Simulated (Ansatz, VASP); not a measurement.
## HfIn4SiO6: VASP beside Ansatz

File INCAR:

```
SYSTEM = HfIn4SiO6
PREC = Accurate ; ENCUT = 520
EDIFF = 1E-6 ; ISMEAR = -1
SIGMA = 0.05 ; LREAL = .False.
LASPH = .True. ; NELM = 60
ALGO = Normal ; ISIF = 2
LWAVE = .False. ; LCHARG = .False.
GGA = PE ; NBANDS = 63
```

Contents of KPOINTS:

```
regular mesh
0
Gamma
  4 4 2
  0 0 0
```

POSCAR

```
HfIn4SiO6
1.0
    2.7158500000     -4.7035700000      0.0083300000
    2.7158500000      4.7035700000      0.0083300000
   -1.8791500000      0.0000000000      7.4012700000
Hf In Si O
1 4 1 6
Direct
    0.7883500000      0.2116500000      0.0000000000
    0.6217500000      0.3782500000      0.5000000000
    0.4550200000      0.5449800000      0.0000000000
    0.2840700000      0.7159300000      0.5000000000
    0.9581400000      0.0418600000      0.5000000000
    0.1216800000      0.8783200000      0.0000000000
    0.0621900000      0.1141500000      0.8666600000
    0.8858500000      0.9378100000      0.1333400000
    0.7949000000      0.5378400000      0.8666300000
    0.4621600000      0.2051000000      0.1333700000
    0.1535200000      0.6287900000      0.1333300000
    0.3712100000      0.8464800000      0.8666700000
```

File input.yaml:

```yaml
crystal:
  lattice:
    - [2.71585, -4.70357, 0.00833]
    - [2.71585, 4.70357, 0.00833]
    - [-1.87915, 0.0, 7.40127]
  atoms:
    - { symbol: Hf, position: [0.78835, 0.21165, 0.0] }
    - { symbol: In, position: [0.62175, 0.37825, 0.5] }
    - { symbol: In, position: [0.45502, 0.54498, 0.0] }
    - { symbol: In, position: [0.28407, 0.71593, 0.5] }
    - { symbol: In, position: [0.95814, 0.04186, 0.5] }
    - { symbol: Si, position: [0.12168, 0.87832, 0.0] }
    - { symbol: O, position: [0.06219, 0.11415, 0.86666] }
    - { symbol: O, position: [0.88585, 0.93781, 0.13334] }
    - { symbol: O, position: [0.7949, 0.53784, 0.86663] }
    - { symbol: O, position: [0.46216, 0.2051, 0.13337] }
    - { symbol: O, position: [0.15352, 0.62879, 0.13333] }
    - { symbol: O, position: [0.37121, 0.84648, 0.86667] }
kpoints:
  mp_grid: { grid: [4, 4, 2] }
  band_path:
    path:
      - [0.0, 0.0, 0.0]
      - [-0.333349007, -0.333349007, 0.0569735895]
      - [-0.3635935574, -0.3635935574, 0.4067587612]
      - [-0.3031044566, -0.3031044566, 0.7071884177]
      - [0.0, 0.0, 0.5]
      - [-0.5, 0.5, 0.5]
      - [-0.6364064426, 0.3635935574, 0.5932412388]
    npoints: 12
scf:
  occupations: { method: fermi_dirac, width: 0.05 }
hamiltonian:
  xc: pbe
  pseudopotentials: { kind: all_electron, lapw: { basis_error: 0.002 } }
output:
  forces: true
  stress: true
  eigenvalues: true
```

Alike in both runs: functional PBE; k mesh 4 × 4 × 2; occupations fermi-dirac, width 0.05 eV; no spin polarisation.

```csv
,VASP,Ansatz
version,VASP 6.6.1,Ansatz 0.2.0
potentials or method,"VASP PAW PBE potentials, release 64 (Hf_pv, In_d, Si, O), cutoff 520 eV","all-electron LAPW, scalar-relativistic"
task,single point,band structure
```

VASP gave:

```
gap on the k mesh at the Fermi level (eV)                     : none
pressure (GPa)                                                : -0.8
traceless stress, the component that is largest in VASP (GPa) : 0.34
rms of the force components (eV/Å)                            : 0.067
```

Question: Estimate Ansatz's values.

Answer: gap on the k mesh at the Fermi level (eV): none; pressure (GPa): -0.3; traceless stress, the component that is largest in VASP (GPa): 0.24; rms of the force components (eV/Å): 0.025.

Atom by atom the forces differ by 0.056 eV/Å (rms over components). A gap of «none» marks a metal or a gap that the smearing closes. Ansatz ran all-electron here, and VASP with PAW potentials.

The k mesh is coarse, so the values compare programs but aren't converged. Spin-orbit coupling is off throughout. Noted on Ansatz's run: the k mesh is thin for a metal, which can move the energy by tens of meV per atom.
